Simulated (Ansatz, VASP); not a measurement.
# HfO2: VASP beside Ansatz

```
Hf O
1.0
     0.00000    2.46595    2.55390
     2.46595    0.00000    2.55390
     2.46595    2.46595    0.00000
Hf O
1 2
Direct
  0.00000 0.00000 0.00000
  0.25000 0.25000 0.25000
  0.75000 0.75000 0.75000
```

Change from the starting cell: epitaxial_xy strain -2.5%.

Alike in both runs: task single point; functional PBE; k mesh 8 × 8 × 8; occupations fermi-dirac, width 0.02 eV; no spin polarisation.

|  | VASP | Ansatz |
| --- | --- | --- |
| version | VASP 6.6.1 | Ansatz 0.2.0 |
| potentials or method | VASP PAW PBE potentials, release 64 (Hf_pv, O) | plane waves, PAW |
| plane-wave cutoff (eV) | 520 | 420 |
| valence electrons in the cell | 22 | 38 |

|  | VASP | Ansatz | Ansatz less VASP |
| --- | --- | --- | --- |
| gap on the k mesh at the Fermi level (eV) | 3.58 | 3.57 | -0.012 |
| pressure (GPa) | 13.8 | 18.1 | +4.23 |
| traceless stress, the component that is largest in VASP (GPa) | -11.68 | -11.44 | +0.242 |

One of these differences is far larger than is usual between the two programs; its cause wasn't traced. VASP's potentials hold 22 valence electrons a cell and Ansatz's 38, so a difference there can come from the potentials and not from the codes.

Neither program's run includes spin-orbit coupling.
